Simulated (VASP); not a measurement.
# FeO (I4/mmm) in VASP: further runs, part 2 of 2

VASP 6.6.1. Earlier steps stand in the parts before.

## Step 4: Single point, PBEsol, collinear spin, ferromagnetic start

INCAR reads:

```
PREC     = Accurate       # precision mode
ENCUT    = 520            # plane-wave cutoff, eV
EDIFF    = 1E-7           # SCF threshold, eV
ISMEAR   = -1             # smearing method
SIGMA    = 0.05           # smearing width, eV
LREAL    = False          # projectors in reciprocal space
LASPH    = True           # aspherical terms in the spheres
NELM     = 150            # most SCF steps
ALGO     = Normal         # electronic algorithm
ISIF     = 2              # what is computed and relaxed
LWAVE    = False          # write WAVECAR
LCHARG   = False          # write CHGCAR
ISPIN    = 2              # spin polarisation
MAGMOM   = 3 0            # initial moments
LORBIT   = 11             # projections on sites
NUPDOWN  = 3.0            # fixed moment
LMAXMIX  = 4              # l up to which the mixer works
GGA      = PS             # functional
NBANDS   = 18             # bands
```

KPOINTS reads:

```
regular mesh
0
Gamma
  10 10 10
```

POSCAR reads:

```
FeO
1.0
   -1.6021034130      1.6021034130      2.0833922500
    1.6021034130     -1.6021034130      2.0833922500
    1.6021034130      1.6021034130     -2.0833922500
Fe O
1 1
Direct
    0.0000000000      0.0000000000      0.0000000000
    0.5000000000      0.5000000000      0.0000000000
```

Potentials or basis: VASP PAW PBE potentials, release 64 (Fe, O).

Command:

```sh
> cat potpaw_PBE.64/Fe/POTCAR potpaw_PBE.64/O/POTCAR > POTCAR
> mpirun -np 1 vasp_std > vasp.out
```

OUTCAR:

```text
PREC = Accurate
   ENCUT = 520
   EDIFF = 1E-7
   ISMEAR = -1
   LREAL = False
   LASPH = True
   NELM = 150
   ISIF = 2
   ISPIN = 2
   LORBIT = 11
   NUPDOWN = 3.0
   GGA = PS

 ion  position               nearest neighbor table
   1  0.000  0.000  0.000-   2 2.08   2 2.08   2 2.27   2 2.27   2 2.27   2 2.27
   2  0.500  0.500  0.000-   1 2.08   1 2.08   1 2.27   1 2.27   1 2.27   1 2.27

  LATTYP: Found a body centered tetragonal cell.
 ALAT       =     3.2042068260
 C/A-ratio  =     1.3004105934

  Lattice vectors:

 A1 = (  -1.6021034130,   1.6021034130,   2.0833922500)
 A2 = (   1.6021034130,  -1.6021034130,   2.0833922500)
 A3 = (   1.6021034130,   1.6021034130,  -2.0833922500)

Analysis of symmetry for initial positions (statically):
=====================================================================
 Subroutine PRICEL returns:
 Original cell was already a primitive cell.

 Routine SETGRP: Setting up the symmetry group for a
 body centered tetragonal supercell.

 Subroutine GETGRP returns: Found 16 space group operations
 (whereof 16 operations were pure point group operations)
 out of a pool of 16 trial point group operations.

The static configuration has the point symmetry D_4h.

Analysis of symmetry for dynamics (positions and initial velocities):
=====================================================================
 Subroutine PRICEL returns:
 Original cell was already a primitive cell.

 Routine SETGRP: Setting up the symmetry group for a
 body centered tetragonal supercell.

 Subroutine GETGRP returns: Found 16 space group operations
 (whereof 16 operations were pure point group operations)
 out of a pool of 16 trial point group operations.

The dynamic configuration has the point symmetry D_4h.

Analysis of structural, dynamic, and magnetic symmetry:
=====================================================================
 Subroutine PRICEL returns:
 Original cell was already a primitive cell.

 Routine SETGRP: Setting up the symmetry group for a
[... 148 lines left out ...]
  ---------------------------------------------------
  free energy    TOTEN  =       -15.32386678 eV

  energy without entropy =      -15.29416592  energy(sigma->0) =      -15.30901635

 E-fermi :   5.4440     XC(G=0): -12.0686

 val. band max:        5.4344728654   @ k =   0.5000   0.1000  -0.0000
 cond. band min:       4.3848969697   @ k =   0.5000   0.2000   0.1000
 fundamental gap:     -1.0495758957
 Fermi energy:         4.3785094536

 spin component 1

 k-point     1 :       0.0000    0.0000    0.0000
  band No.  band energies     occupation
      1     -15.0258      1.00000
      2       1.3471      1.00000
      3       1.6018      1.00000
      4       1.6018      1.00000
      5       1.9758      1.00000
      6       1.9758      1.00000
[... 493 lines left out ...]
     17      31.2356      0.00000
     18      33.2926      0.00000

 [... further k-points ...]

 spin component 2

 k-point     1 :       0.0000    0.0000    0.0000
  band No.  band energies     occupation
      1     -14.8371      1.00000
      2       1.4701      1.00000
      3       1.8065      1.00000
      4       1.8065      1.00000
      5       4.4525      1.00000
      6       4.4526      1.00000
[... 493 lines left out ...]
     17      31.8402      0.00000
     18      33.8225      0.00000

 [... further k-points ...]

------------------------ aborting loop because EDIFF is reached ----------------------------------------

  FORCE on cell =-STRESS in cart. coord.  units (eV):
  Direction    XX          YY          ZZ          XY          YZ          ZX
  --------------------------------------------------------------------------------------
  -------------------------------------------------------------------------------------
  Total       -3.2891032     -3.2891032     -3.5131796      0.0000000      0.0000000      0.0000000
  in kB     -246.3632647   -246.3632647   -263.1472319      0.0000000      0.0000000      0.0000000
  external PRESSURE =    -251.9579204 kB  Pullay stress =       0.0000000 kB

 VOLUME and BASIS-vectors are now :
 -----------------------------------------------------------------------------
  energy-cutoff  :      520.00
  volume of cell :       21.39
      direct lattice vectors                 reciprocal lattice vectors
    -1.602103413  1.602103413  2.083392250     0.000000000  0.312089717  0.239993213
     1.602103413 -1.602103413  2.083392250     0.312089717  0.000000000  0.239993213
     1.602103413  1.602103413 -2.083392250     0.312089717  0.312089717  0.000000000

 POSITION                                       TOTAL-FORCE (eV/Angst)
 -----------------------------------------------------------------------------------
      0.00000      0.00000      0.00000        -0.000000     -0.000000      0.000000
      0.00000      0.00000      2.08339         0.000000      0.000000     -0.000000
 -----------------------------------------------------------------------------------
    total drift:                               -0.000000      0.000000     -0.000000

  FREE ENERGIE OF THE ION-ELECTRON SYSTEM (eV)
  ---------------------------------------------------
  free  energy   TOTEN  =       -15.3238667751 eV

  energy  without entropy=      -15.2941659234  energy(sigma->0) =      -15.30901635

 total charge

# of ion       s       p       d       tot
------------------------------------------
    1        0.271   0.314   6.140   6.725
    2        1.559   3.342   0.000   4.900
--------------------------------------------------
tot          1.830   3.656   6.140  11.625

 magnetization (x)

# of ion       s       p       d       tot
------------------------------------------
    1        0.023   0.015   2.833   2.872
    2        0.020   0.058   0.000   0.078
--------------------------------------------------
tot          0.043   0.073   2.833   2.949
```

stdout:

```text
POSCAR found type information on POSCAR FeO
 POSCAR found :  2 types and       2 ions
 scaLAPACK will be used
 -----------------------------------------------------------------------------
|                                                                             |
|                                                                             |
|     You enforced a specific xc type in the INCAR file but a different       |
|     I HOPE YOU KNOW WHAT YOU ARE DOING!                                     |
|                                                                             |
 -----------------------------------------------------------------------------

 LDA part: xc-table for (Slater+PW92), standard interpolation
 POSCAR, INCAR and KPOINTS ok, starting setup
 FFT: planning ... GRIDC
 FFT: planning ... GRID_SOFT
 FFT: planning ... GRID
 WAVECAR not read
 entering main loop
```

Wall time 38 s (1 thread of Intel Xeon 6975P-C (Granite Rapids), shared host); peak memory 0.19 GiB.

What came out:

* Free energy: -15.3239 eV
* Pressure: -25.2 GPa
* Net moment: 3.00 μB per cell
* Site moments: Fe +2.87; O +0.08 μB
* Valence electrons inside the program's atomic spheres: Fe 6.72; O 4.90

Caveat: the cell stands under tension; the PAW data sets were made with another functional, which shifts forces and pressure a little; the total moment is fixed, so each spin has its own Fermi level; a cell with one magnetic atom can't hold antiferromagnetic order, which such compounds often take.

## Step 5: Single point, PBEsol, collinear spin, ferromagnetic start

INCAR reads:

```
PREC = Accurate ; ENCUT = 520
EDIFF = 1E-6 ; ISMEAR = -1
SIGMA = 0.05 ; LREAL = F
LASPH = T ; NELM = 150
ALGO = Normal ; ISIF = 2
LWAVE = F ; LCHARG = F
ISPIN = 2 ; MAGMOM = 3.8 0
LORBIT = 11 ; NUPDOWN = 3.8
LMAXMIX = 4 ; GGA = PS
NBANDS = 18
```

KPOINTS is that of step 4.

POSCAR is that of step 4.

Potentials or basis: VASP PAW PBE potentials, release 64 (Fe, O).

Command:

```sh
> cat potpaw_PBE.64/Fe/POTCAR potpaw_PBE.64/O/POTCAR > POTCAR
> mpirun -np 1 vasp_std > vasp.out
```

OUTCAR:

```text
PREC = Accurate
   ENCUT = 520
   EDIFF = 1E-6
   ISMEAR = -1
   LREAL = F
   LASPH = T
   NELM = 150
   ISIF = 2
   ISPIN = 2
   LORBIT = 11
   NUPDOWN = 3.8
   GGA = PS

 ion  position               nearest neighbor table
   1  0.000  0.000  0.000-   2 2.08   2 2.08   2 2.27   2 2.27   2 2.27   2 2.27
   2  0.500  0.500  0.000-   1 2.08   1 2.08   1 2.27   1 2.27   1 2.27   1 2.27

  LATTYP: Found a body centered tetragonal cell.
 ALAT       =     3.2042068260
 C/A-ratio  =     1.3004105934

  Lattice vectors:

 A1 = (  -1.6021034130,   1.6021034130,   2.0833922500)
 A2 = (   1.6021034130,  -1.6021034130,   2.0833922500)
 A3 = (   1.6021034130,   1.6021034130,  -2.0833922500)

Analysis of symmetry for initial positions (statically):
=====================================================================
 Subroutine PRICEL returns:
 Original cell was already a primitive cell.

 Routine SETGRP: Setting up the symmetry group for a
[... 702 lines left out ...]
      3       2.2670      1.00000
      4       2.2670      1.00000
      5       4.5961      1.00000
      6       4.5961      1.00000
[... 493 lines left out ...]
     17      31.9466      0.00000
     18      33.9237      0.00000

 [... further k-points ...]

------------------------ aborting loop because EDIFF is reached ----------------------------------------

  FORCE on cell =-STRESS in cart. coord.  units (eV):
  Direction    XX          YY          ZZ          XY          YZ          ZX
  --------------------------------------------------------------------------------------
  -------------------------------------------------------------------------------------
  Total       -2.4785649     -2.4785649     -2.3523507      0.0000000     -0.0000000      0.0000000
  in kB     -185.6516211   -185.6516211   -176.1978154      0.0000000     -0.0000000      0.0000000
  external PRESSURE =    -182.5003526 kB  Pullay stress =       0.0000000 kB

 VOLUME and BASIS-vectors are now :
 -----------------------------------------------------------------------------
  energy-cutoff  :      520.00
  volume of cell :       21.39
      direct lattice vectors                 reciprocal lattice vectors
    -1.602103413  1.602103413  2.083392250     0.000000000  0.312089717  0.239993213
     1.602103413 -1.602103413  2.083392250     0.312089717  0.000000000  0.239993213
     1.602103413  1.602103413 -2.083392250     0.312089717  0.312089717  0.000000000

 POSITION                                       TOTAL-FORCE (eV/Angst)
 -----------------------------------------------------------------------------------
      0.00000      0.00000      0.00000         0.000000     -0.000000     -0.000000
      0.00000      0.00000      2.08339        -0.000000      0.000000      0.000000
 -----------------------------------------------------------------------------------
    total drift:                               -0.000000      0.000000     -0.000000

  FREE ENERGIE OF THE ION-ELECTRON SYSTEM (eV)
  ---------------------------------------------------
  free  energy   TOTEN  =       -15.6749796829 eV

  energy  without entropy=      -15.6576235291  energy(sigma->0) =      -15.66630161

 total charge

# of ion       s       p       d       tot
------------------------------------------
    1        0.280   0.328   6.070   6.678
    2        1.554   3.375   0.000   4.929
--------------------------------------------------
tot          1.834   3.703   6.070  11.607

 magnetization (x)

# of ion       s       p       d       tot
------------------------------------------
    1        0.028   0.019   3.427   3.474
    2        0.025   0.217   0.000   0.243
--------------------------------------------------
tot          0.053   0.236   3.427   3.716
```

Run time: 31 s. Hardware: 1 thread of Intel Xeon 6975P-C (Granite Rapids), shared host; peak memory 0.19 GiB.

Results:

* Free energy: -15.6750 eV
* Pressure: -18.3 GPa
* Net moment: 3.80 μB per cell
* Site moments: Fe +3.47; O +0.24 μB
* Valence electrons inside the program's atomic spheres: Fe 6.68; O 4.93

Caveat: the cell stands under tension; the PAW data sets were made with another functional, which shifts forces and pressure a little; the total moment is fixed, so each spin has its own Fermi level; a cell with one magnetic atom can't hold antiferromagnetic order, which such compounds often take.

## Step 6: Summary

| fixed moment (μB) | pressure (GPa) | moment (μB) |
| --- | --- | --- |
| 1.5 | -34.1 | 1.50 |
| 2.2 | -30.9 | 2.20 |
| 3.0 | -25.2 | 3.00 |
| 3.8 | -18.3 | 3.80 |

Alike in all rows: task single point; level PBEsol; potentials or basis VASP PAW PBE potentials, release 64 (Fe, O); spin collinear, ferromagnetic start; cell as given; k mesh 10 × 10 × 10; cutoff (eV) 520; smearing fermi-dirac 0.05 eV.

Caveats: the cell stands under tension; the PAW data sets were made with another functional, which shifts forces and pressure a little; the total moment is fixed, so each spin has its own Fermi level; a cell with one magnetic atom can't hold antiferromagnetic order, which such compounds often take.

Total energies depend on the potentials used, so only differences within one code and one set of settings carry meaning.
